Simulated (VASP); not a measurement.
Here is a VASP 6.6.1 calculation.

INCAR

```
SYSTEM = Ti
PREC = Accurate
ENCUT = 500
EDIFF = 1E-6
ISMEAR = 1
SIGMA = 0.02
LREAL = .False.
LASPH = .True.
NELM = 120
ALGO = Normal
ISIF = 2
LWAVE = .False.
LCHARG = .False.
GGA = PE
NBANDS = 12
GGA_COMPAT = .False.
```

KPOINTS

```
Automatic mesh
0
Gamma
  10 10 10
  0 0 0
```

POSCAR

```
Ti
1.0
    0.0000000000      2.0434441004      2.0434441004
    2.0434441004      0.0000000000      2.0434441004
    2.0434441004      2.0434441004      0.0000000000
Ti
1
Direct
    0.0000000000      0.0000000000      0.0000000000
```

Potentials or basis: VASP PAW PBE potentials, release 64 (Ti_sv).

Run with:

```console
$ cat potpaw_PBE.64/Ti_sv/POTCAR > POTCAR
$ mpirun -np 1 vasp_std > vasp.out
```

**Question.** What does it give for the pressure?

**Answer.** 1.3 GPa.

**Question.** Estimate the band gap on the k mesh.

**Answer.** Zero (bands 6 and 7 overlap by 1.16 eV).
